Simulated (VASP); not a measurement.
# SiO2 (I-42d) in VASP: further runs

SiO2 is run at these levels: PBE; tasks: single point.

All numbers are computed with VASP 6.6.1; they aren't measurements. Logs are shortened: lines on timing, memory, paths and dates and some standing lists are left out, and cuts for length are marked.

## (1) The cell of the first run

Symmetry: I-42d, No. 122, tetragonal system. The conventional cell has a = 5.152 Å, b = 5.152 Å, c = 7.563 Å, α = 90.00°, β = 90.00°, γ = 90.00°. Si (site symmetry -4) has 4 O at 1.67 Å within 2.2 Å. Within 2.2 Å of O (site symmetry 2) lie 2 Si at 1.67 Å.

## (2) Single point, PBE (strain +0.025 along x and y, +0.025 along z)

INCAR reads:

```
  PREC = Accurate
  ENCUT = 520
  EDIFF = 1E-7
  ISMEAR = 0
  SIGMA = 0.05
  LREAL = F
  LASPH = T
  NELM = 80
  ALGO = Normal
  ISIF = 2
  LWAVE = F
  LCHARG = F
  GGA = PE
  NBANDS = 25
```

KPOINTS reads:

```
Automatic mesh
0
Gamma
  6 6 6
```

POSCAR reads:

```
SiO2
1.0
   -2.5762035013      2.5762035013      3.7816254373
    2.5762035013     -2.5762035013      3.7816254373
    2.5762035013      2.5762035013     -3.7816254373
Si O
2 4
Direct
    0.0000000000      0.0000000000      0.0000000000
    0.7500000000      0.2500000000      0.5000000000
    0.9670112602      0.6250000000      0.8420112602
    0.3750000000      0.2170112602      0.3420112602
    0.7829887398      0.1250000000      0.1579887398
    0.8750000000      0.0329887398      0.6579887398
```

Potentials or basis: VASP PAW PBE potentials, release 64 (Si, O).

The run is started by

```sh
$ cat potpaw_PBE.64/Si/POTCAR potpaw_PBE.64/O/POTCAR > POTCAR
$ mpirun -np 1 vasp_std > vasp.out
```

OUTCAR:

```text
PREC = Accurate
   ENCUT = 520
   EDIFF = 1E-7
   ISMEAR = 0
   LREAL = F
   LASPH = T
   NELM = 80
   ISIF = 2
   GGA = PE

 ion  position               nearest neighbor table
   1  0.000  0.000  0.000-   3 1.67   4 1.67   5 1.67   6 1.67
   2  0.750  0.250  0.500-   3 1.67   4 1.67   5 1.67   6 1.67
   3  0.967  0.625  0.842-   1 1.67   2 1.67
   4  0.375  0.217  0.342-   1 1.67   2 1.67
   5  0.783  0.125  0.158-   1 1.67   2 1.67
   6  0.875  0.033  0.658-   1 1.67   2 1.67

  LATTYP: Found a body centered tetragonal cell.
 ALAT       =     5.1524070026
 C/A-ratio  =     1.4679063340

  Lattice vectors:

 A1 = (  -2.5762035013,   2.5762035013,   3.7816254373)
 A2 = (   2.5762035013,  -2.5762035013,   3.7816254373)
 A3 = (   2.5762035013,   2.5762035013,  -3.7816254373)

Analysis of symmetry for initial positions (statically):
=====================================================================
 Subroutine PRICEL returns:
 Original cell was already a primitive cell.

 Routine SETGRP: Setting up the symmetry group for a
 body centered tetragonal supercell.

 Subroutine GETGRP returns: Found  8 space group operations
 (whereof  4 operations were pure point group operations)
 out of a pool of 16 trial point group operations.

The static configuration has the point symmetry S_4 .
 The point group associated with its full space group is D_2d.

Analysis of symmetry for dynamics (positions and initial velocities):
=====================================================================
 Subroutine PRICEL returns:
 Original cell was already a primitive cell.

 Routine SETGRP: Setting up the symmetry group for a
 body centered tetragonal supercell.

 Subroutine GETGRP returns: Found  8 space group operations
 (whereof  4 operations were pure point group operations)
 out of a pool of 16 trial point group operations.

The dynamic configuration has the point symmetry S_4 .
 The point group associated with its full space group is D_2d.

 Subroutine INISYM returns: Found  8 space group operations
 (whereof  4 operations are pure point group operations),
 and found     1 'primitive' translations

----------------------------------------------------------------------------------------

                                     Primitive cell

  volume of cell :     100.3919

[... 91 lines left out ...]
   LNONCOLLINEAR =      F non collinear calculations
   LSORBIT =      F    spin-orbit coupling
   LASPH  =      T    aspherical Exc in radial PAW
   ENCUT  =  520.0 eV  38.22 Ry    6.18 a.u.   9.76  9.76  9.76*2*pi/ulx,y,z
   NELM   =     80;   NELMIN=  2; NELMDL= -5     # of ELM steps
   EDIFF  = 0.1E-06   stopping-criterion for ELM
   LREAL  =      F    real-space projection
   EDIFFG = 0.1E-05   stopping-criterion for IOM
   NSW    =      0    number of steps for IOM
   IBRION =     -1    ionic relax: 0-MD 1-quasi-New 2-CG
   NFREE  =      0    steps in history (QN), initial steepest desc. (CG)
   ISIF   =      2    stress and relaxation
   ISYM   =      2    0-nonsym 1-usesym 2-fastsym
   POTIM  = 0.5000    time-step for ionic-motion
   TEBEG  =    0.0;   TEEND  =   0.0 temperature during run
   PSTRESS=    0.0 pullay stress
   NELECT =      32.0000    total number of electrons
   NUPDOWN=      -1.0000    fix difference up-down
   EMIN   =  10.00;   EMAX   =-10.00  energy-range for DOS
   EFERMI =   0.00;   METHOD = LEGACY
   ISMEAR =     0;   SIGMA  =   0.05  broadening in eV -4-tet -1-fermi 0-gaus
   EFERMI_NEDOS =   21; number of points for ismear=-14 and -15
   IALGO  =     38    algorithm
   IMIX   =      4    mixing-type and parameters
     AMIX     =   0.40;   BMIX     =  1.00
     AMIX_MAG =   1.60;   BMIX_MAG =  1.00
  volume/ion in A,a.u.               =      16.73       112.91
  Fermi-wavevector in a.u.,A,eV,Ry     =   1.118301  2.113282 17.015394  1.250596
  Thomas-Fermi vector in A             =   2.254931
   LORBIT       =      0    0 simple, 1 ext, 2 COOP (PROOUT), +10 PAW based schemes
   GGA     = PE    functional components
   LHFCALC =     F    Hartree Fock is set to
   AEXX    =    0.0000 exact exchange contribution
   IVDW    =     0    specifies the selected vdW correction
   LEPSILON=     F    determine dielectric tensor
   LRPA    =     F    only Hartree local field effects (RPA)
 non-spin polarized calculation
 Gauss-broadening in eV      SIGMA  =   0.05
  energy-cutoff  :      520.00
  volume of cell :      100.39
 maximum number of plane-waves:      2734
   NGX = 19   NGY = 19   NGZ = 19

 number of electron      32.0000004 magnetization

 Free energy of the ion-electron system (eV)
  ---------------------------------------------------
  ext. energy  EPLUGINS =         0.00000000
  ---------------------------------------------------
  free energy    TOTEN  =       -47.27174688 eV

  energy without entropy =      -47.27174688  energy(sigma->0) =      -47.27174688

 E-fermi :  -0.7814     XC(G=0):  -7.7335

 val. band max:       -1.0843466249   @ k =   0.0000   0.0000   0.0000
 cond. band min:       4.1400941042   @ k =   0.0000   0.0000   0.0000
 fundamental gap:      5.2244407291
 Fermi energy:        -0.7813715453

 k-point     1 :       0.0000    0.0000    0.0000
  band No.  band energies     occupation
      1     -19.8199      2.00000
      2     -18.0098      2.00000
      3     -18.0098      2.00000
      4     -17.9602      2.00000
      5     -10.1255      2.00000
      6      -6.3671      2.00000
[... 661 lines left out ...]
     24      11.0388      0.00000
     25      11.7958      0.00000

 [... further k-points ...]
[... 5 lines left out ...]
  --------------------------------------------------------------------------------------
  -------------------------------------------------------------------------------------
  Total       -6.0640545     -6.0640545     -6.0204783      0.0000000      0.0000000      0.0000000
  in kB      -96.7775999    -96.7775999    -96.0821573      0.0000000      0.0000000      0.0000000
  external PRESSURE =     -96.5457857 kB  Pullay stress =       0.0000000 kB

 VOLUME and BASIS-vectors are now :
 -----------------------------------------------------------------------------
  energy-cutoff  :      520.00
  volume of cell :      100.39
      direct lattice vectors                 reciprocal lattice vectors
    -2.576203501  2.576203501  3.781625437     0.000000000  0.194084046  0.132218277
     2.576203501 -2.576203501  3.781625437     0.194084046  0.000000000  0.132218277
     2.576203501  2.576203501 -3.781625437     0.194084046  0.194084046  0.000000000

 POSITION                                       TOTAL-FORCE (eV/Angst)
 -----------------------------------------------------------------------------------
      0.00000      0.00000      0.00000        -0.000000     -0.000000      0.000000
      0.00000      2.57620      1.89081        -0.000000     -0.000000     -0.000000
      1.28810      3.05028      2.83622        -0.000000     -0.650801      0.000000
      0.47408      1.28810      0.94541        -0.650801     -0.000000      0.000000
     -1.28810      2.10212      2.83622        -0.000000      0.650801      0.000000
     -0.47408      3.86431      0.94541         0.650801     -0.000000      0.000000
 -----------------------------------------------------------------------------------
    total drift:                               -0.000002     -0.000002     -0.000003

  FREE ENERGIE OF THE ION-ELECTRON SYSTEM (eV)
  ---------------------------------------------------
  free  energy   TOTEN  =       -47.2717468843 eV

  energy  without entropy=      -47.2717468843  energy(sigma->0) =      -47.27174688
```

stdout:

```text
POSCAR found type information on POSCAR SiO
 POSCAR found :  2 types and       6 ions
 scaLAPACK will be used
 LDA part: xc-table for (Slater+PW92), standard interpolation
 POSCAR, INCAR and KPOINTS ok, starting setup
 FFT: planning ... GRIDC
 FFT: planning ... GRID_SOFT
 FFT: planning ... GRID
 WAVECAR not read
 entering main loop
```

It took 2.3 min on 1 thread of Intel Xeon 8259CL, shared host; peak memory 0.25 GiB.

Results:

```
Free energy            : -47.2717 eV
Pressure               : -9.7 GPa
Largest force          : 0.651 eV/Å
Band gap on the k mesh : 5.22 eV
```

Forces on the atoms (eV/Å):
```
Si   0.000  0.000  0.000
Si   0.000  0.000  0.000
O    0.000 -0.651  0.000
O   -0.651  0.000  0.000
O    0.000  0.651  0.000
O    0.651  0.000  0.000
```

Caveat: the cell differs from its parent crystal (strain +0.025 along x and y, +0.025 along z); the cell stands under tension. A k mesh can miss the band edges.

## (3) Single point, PBE (strain +0.050 along x and y, +0.000 along z)

INCAR reads:

```
  ALGO = Normal
  EDIFF = 1E-7
  ENCUT = 520
  GGA = PE
  ISIF = 2
  ISMEAR = 0
  LASPH = T
  LCHARG = T
  LELF = T
  LREAL = F
  LVHAR = T
  LWAVE = F
  NBANDS = 25
  NELM = 80
  PREC = Accurate
  SIGMA = 0.05
```

KPOINTS reads:

```
k-points
0
Gamma
  6 6 6
```

POSCAR, as its differences from that of step 2:

```diff
@@ -2,5 +2,5 @@
 1.0
-   -2.5762035013      2.5762035013      3.7816254373
-    2.5762035013     -2.5762035013      3.7816254373
-    2.5762035013      2.5762035013     -3.7816254373
+   -2.6390377331      2.6390377331      3.6893906705
+    2.6390377331     -2.6390377331      3.6893906705
+    2.6390377331      2.6390377331     -3.6893906705
 Si O
```

Potentials or basis: VASP PAW PBE potentials, release 64 (Si, O).

The run is started by

```sh
$ cat potpaw_PBE.64/Si/POTCAR potpaw_PBE.64/O/POTCAR > POTCAR
$ mpirun -np 1 vasp_std > vasp.out
```

It took 2.4 min on 1 thread of Intel Xeon 8259CL, shared host; peak memory 0.25 GiB.

The run converged. Its results:

| Quantity | Value |
| --- | --- |
| Free energy | -47.0769 eV |
| Pressure | -12.3 GPa |
| Largest force | 0.873 eV/Å |
| Band gap on the k mesh | 5.04 eV |

Forces in eV/Å, atoms in the order of the input:
```
Si   0.000  0.000  0.000
Si   0.000  0.000  0.000
O    0.000 -0.873  0.000
O   -0.873  0.000  0.000
O    0.000  0.873  0.000
O    0.873  0.000  0.000
```

Stress tensor (GPa, compression positive):
```
-13.32   0.00   0.00
  0.00 -13.32   0.00
  0.00   0.00 -10.15
```

Levels at points of the mesh, in eV from the valence-band top:
| k point | band 12 | band 13 | band 14 | band 15 | band 16 | band 17 | band 18 | band 19 | band 20 | band 21 |
| --- | --- | --- | --- | --- | --- | --- | --- | --- | --- | --- |
| (0.00, 0.00, 0.00) | -1.44 | -1.35 | -0.67 | 0.00 | 0.00 | 5.04 | 8.11 | 9.17 | 9.57 | 9.57 |
| (0.50, 0.00, 0.00) | -1.42 | -1.30 | -0.73 | -0.41 | -0.14 | 6.83 | 8.53 | 9.15 | 9.18 | 9.70 |
| (0.50, 0.50, 0.00) | -1.82 | -0.83 | -0.83 | -0.29 | -0.29 | 8.01 | 8.01 | 9.34 | 9.34 | 10.08 |
| (0.50, 0.50, 0.50) | -1.81 | -1.27 | -1.27 | -0.35 | -0.35 | 8.03 | 8.03 | 9.57 | 9.57 | 10.15 |

Caveat: the cell differs from its parent crystal (strain +0.050 along x and y, +0.000 along z); the cell stands under tension. A k mesh can miss the band edges.

## (4) Single point, PBE (strain +0.025 along x and y, +0.050 along z)

INCAR reads:

```
ALGO = Normal ; EDIFF = 1E-6
ENCUT = 520 ; GGA = PE
ISIF = 2 ; ISMEAR = 0
LASPH = True ; LCHARG = True
LELF = True ; LREAL = False
LVHAR = True ; LWAVE = False
NBANDS = 25 ; NELM = 100
PREC = Accurate ; SIGMA = 0.05
```

KPOINTS is that of step 3.

POSCAR, as its differences from that of step 3:

```diff
@@ -2,5 +2,5 @@
 1.0
-   -2.6390377331      2.6390377331      3.6893906705
-    2.6390377331     -2.6390377331      3.6893906705
-    2.6390377331      2.6390377331     -3.6893906705
+   -2.5762035013      2.5762035013      3.8738602040
+    2.5762035013     -2.5762035013      3.8738602040
+    2.5762035013      2.5762035013     -3.8738602040
 Si O
```

Potentials or basis: VASP PAW PBE potentials, release 64 (Si, O).

The run is started by

```sh
$ cat potpaw_PBE.64/Si/POTCAR potpaw_PBE.64/O/POTCAR > POTCAR
$ mpirun -np 1 vasp_std > vasp.out
```

OUTCAR:

```text
EDIFF = 1E-6
   ENCUT = 520
   GGA = PE
   ISIF = 2
   ISMEAR = 0
   LASPH = True
   LREAL = False
   NELM = 100
   PREC = Accurate

 ion  position               nearest neighbor table
   1  0.000  0.000  0.000-   3 1.68   4 1.68   5 1.68   6 1.68
   2  0.750  0.250  0.500-   3 1.68   4 1.68   5 1.68   6 1.68
   3  0.967  0.625  0.842-   1 1.68   2 1.68
   4  0.375  0.217  0.342-   1 1.68   2 1.68
   5  0.783  0.125  0.158-   1 1.68   2 1.68
   6  0.875  0.033  0.658-   1 1.68   2 1.68

  LATTYP: Found a body centered tetragonal cell.
 ALAT       =     5.1524070026
 C/A-ratio  =     1.5037089275

  Lattice vectors:

 A1 = (  -2.5762035013,   2.5762035013,   3.8738602040)
 A2 = (   2.5762035013,  -2.5762035013,   3.8738602040)
 A3 = (   2.5762035013,   2.5762035013,  -3.8738602040)

Analysis of symmetry for initial positions (statically):
=====================================================================
 Subroutine PRICEL returns:
 Original cell was already a primitive cell.
[... 175 lines left out ...]
  ---------------------------------------------------
  free energy    TOTEN  =       -47.09903654 eV

  energy without entropy =      -47.09903654  energy(sigma->0) =      -47.09903654

 E-fermi :  -0.9269     XC(G=0):  -7.6471

 val. band max:       -1.2055981208   @ k =   0.0000   0.0000   0.0000
 cond. band min:       3.8034711949   @ k =   0.0000   0.0000   0.0000
 fundamental gap:      5.0090693157
 Fermi energy:        -0.9269421721

 k-point     1 :       0.0000    0.0000    0.0000
  band No.  band energies     occupation
      1     -19.8399      2.00000
      2     -18.0775      2.00000
      3     -18.0714      2.00000
      4     -18.0714      2.00000
      5     -10.2083      2.00000
      6      -6.4157      2.00000
[... 661 lines left out ...]
     24      10.6637      0.00000
     25      11.5761      0.00000

 [... further k-points ...]
[... 5 lines left out ...]
  --------------------------------------------------------------------------------------
  -------------------------------------------------------------------------------------
  Total       -7.5020873     -7.5020873     -8.5189316      0.0000000     -0.0000000      0.0000000
  in kB     -116.8768305   -116.8768305   -132.7184941      0.0000000     -0.0000000      0.0000000
  external PRESSURE =    -122.1573850 kB  Pullay stress =       0.0000000 kB

 VOLUME and BASIS-vectors are now :
 -----------------------------------------------------------------------------
  energy-cutoff  :      520.00
  volume of cell :      102.84
      direct lattice vectors                 reciprocal lattice vectors
    -2.576203501  2.576203501  3.873860204     0.000000000  0.194084046  0.129070223
     2.576203501 -2.576203501  3.873860204     0.194084046  0.000000000  0.129070223
     2.576203501  2.576203501 -3.873860204     0.194084046  0.194084046  0.000000000

 POSITION                                       TOTAL-FORCE (eV/Angst)
 -----------------------------------------------------------------------------------
      0.00000      0.00000      0.00000         0.000000     -0.000000      0.000000
      0.00000      2.57620      1.93693         0.000000     -0.000000     -0.000000
      1.28810      3.05028      2.90540         0.000000     -0.802754      0.000000
      0.47408      1.28810      0.96847        -0.802754     -0.000000      0.000000
     -1.28810      2.10212      2.90540         0.000000      0.802754     -0.000000
     -0.47408      3.86431      0.96847         0.802754     -0.000000     -0.000000
 -----------------------------------------------------------------------------------
    total drift:                               -0.000003     -0.000003     -0.000004

  FREE ENERGIE OF THE ION-ELECTRON SYSTEM (eV)
  ---------------------------------------------------
  free  energy   TOTEN  =       -47.0990365406 eV

  energy  without entropy=      -47.0990365406  energy(sigma->0) =      -47.09903654
```

stdout:

```text
POSCAR found type information on POSCAR SiO
 POSCAR found :  2 types and       6 ions
 scaLAPACK will be used
 LDA part: xc-table for (Slater+PW92), standard interpolation
 POSCAR, INCAR and KPOINTS ok, starting setup
 FFT: planning ... GRIDC
 FFT: planning ... GRID_SOFT
 FFT: planning ... GRID
 WAVECAR not read
 entering main loop
```

It took 2.2 min on 1 thread of Intel Xeon 8259CL, shared host; peak memory 0.25 GiB.

What came out:

* Free energy: -47.0990 eV
* Pressure: -12.2 GPa
* Largest force: 0.803 eV/Å
* Band gap on the k mesh: 5.01 eV

Forces on the atoms (eV/Å):
```
Si   0.000  0.000  0.000
Si   0.000  0.000  0.000
O    0.000 -0.803  0.000
O   -0.803  0.000  0.000
O    0.000  0.803  0.000
O    0.803  0.000  0.000
```

Caveat: the cell differs from its parent crystal (strain +0.025 along x and y, +0.050 along z); the cell stands under tension.

(Part 1 of 2 ends here.)
